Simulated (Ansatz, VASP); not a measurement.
## Ga2SnO2 in VASP and in Ansatz

```
Ga Sn O
1.0
     3.15489    0.00000    0.00000
    -1.57745    2.73222    0.00000
     0.00000    0.00000   19.57655
Ga Sn O
4 2 4
Direct
  0.66667 0.33333 0.38950
  0.66667 0.33333 0.11050
  0.33333 0.66667 0.88950
  0.33333 0.66667 0.61050
  0.00000 0.00000 0.75000
  0.00000 0.00000 0.25000
  0.66667 0.33333 0.57527
  0.66667 0.33333 0.92473
  0.33333 0.66667 0.42473
  0.33333 0.66667 0.07527
```

Change from the starting cell: species swapped into the Tm2TeO2 type (P6_3/mmc, No. 194).

Alike in both runs: functional PBE; k mesh 6 × 6 × 2; occupations gaussian, width 0.1 eV; no spin polarisation.

Ansatz relaxed the structure, and its values are those at the end. VASP's run is a single point on that final structure, the one shown.

|  | VASP | Ansatz |
| --- | --- | --- |
| version | VASP 6.6.1 | Ansatz 0.2.0 |
| potentials or method | VASP PAW PBE potentials, release 64 (Ga_d, Sn_d, O), cutoff 520 eV | scalar-relativistic, plane waves, PAW |
| valence electrons in the cell | 104 | 104 |

|  | VASP | Ansatz | Ansatz less VASP |
| --- | --- | --- | --- |
| gap on the k mesh at the Fermi level (eV) | none | none | - |
| pressure (GPa) | 0.3 | 0.0 | -0.29 |
| rms of the force components (eV/Å) | 0.023 | 0.001 | -0.0220 |

A gap of «none» marks a metal or a gap that the smearing closes.

The k mesh is coarse, so the values compare programs but aren't converged.
